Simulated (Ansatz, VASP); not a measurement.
Given: the input of a run of Ansatz 0.2.0 on W.

The input input.yaml:

```yaml
crystal:
  lattice: { a: 3.31561265, b: 3.31561265, c: 3.31561265, alpha: 90.0, beta: 90.0, gamma: 90.0 }
  space_group: 229
  reduce_to_primitive: true
  atoms:
    - { symbol: W, wyckoff: "2a", position: [0.0, 0.0, 0.0] }
hamiltonian:
  xc: rpbe
  pseudopotentials: { kind: paw, partial_waves: polarizable }
kpoints:
  mp_grid: { grid: [12, 12, 12] }
scf:
  occupations: { method: tetrahedron }
output:
  forces: true
  stress: true
```

Potentials or basis: Ansatz PAW polarizable.

Run with:

```bash
$ ansatz run input.yaml --threads 1 --pin off --max-ram 2560MiB --backend cpu --events-out ev --progress --plain --runs-dir out
```

Task: Translate it to VASP 6.6.1. Potentials there: VASP PAW PBE potentials, release 64 (W_sv).

Result: As run (the cutoff follows the program's own potentials):

File INCAR:

```
ALGO     = Normal         # electronic algorithm
EDIFF    = 1E-6           # SCF threshold, eV
ENCUT    = 500            # plane-wave cutoff, eV
GGA      = RP             # functional
GGA_COMPAT= F            
ISIF     = 2              # what is computed and relaxed
ISMEAR   = -5             # smearing method
LASPH    = T              # aspherical terms in the spheres
LCHARG   = T              # write CHGCAR
LELF     = T              # ELF
LREAL    = F              # projectors in reciprocal space
LVHAR    = T            
LWAVE    = F              # write WAVECAR
NBANDS   = 13             # bands
NELM     = 120            # most SCF steps
PREC     = Accurate       # precision mode
SIGMA    = 0.05           # smearing width, eV
```

File KPOINTS:

```
k-points
0
Gamma
  12 12 12
```

The input POSCAR:

```
W
1.0
   -1.6578063250      1.6578063250      1.6578063250
    1.6578063250     -1.6578063250      1.6578063250
    1.6578063250      1.6578063250     -1.6578063250
W
1
Direct
    0.0000000000      0.0000000000      0.0000000000
```

Potentials or basis: VASP PAW PBE potentials, release 64 (W_sv).

Command:

```bash
$ cat potpaw_PBE.64/W_sv/POTCAR > POTCAR
$ mpirun -np 1 vasp_std > vasp.out
```

Both were run:

|  | VASP | Ansatz | Ansatz less VASP |
| --- | --- | --- | --- |
| gap on the k mesh at the Fermi level (eV) | none | none | - |
| pressure (GPa) | -25.2 | -25.3 | -0.19 |

VASP's potentials were made for PBE, not for RPBE. A gap of «none» marks a metal or a gap that the smearing closes.

Spin-orbit coupling is off throughout.
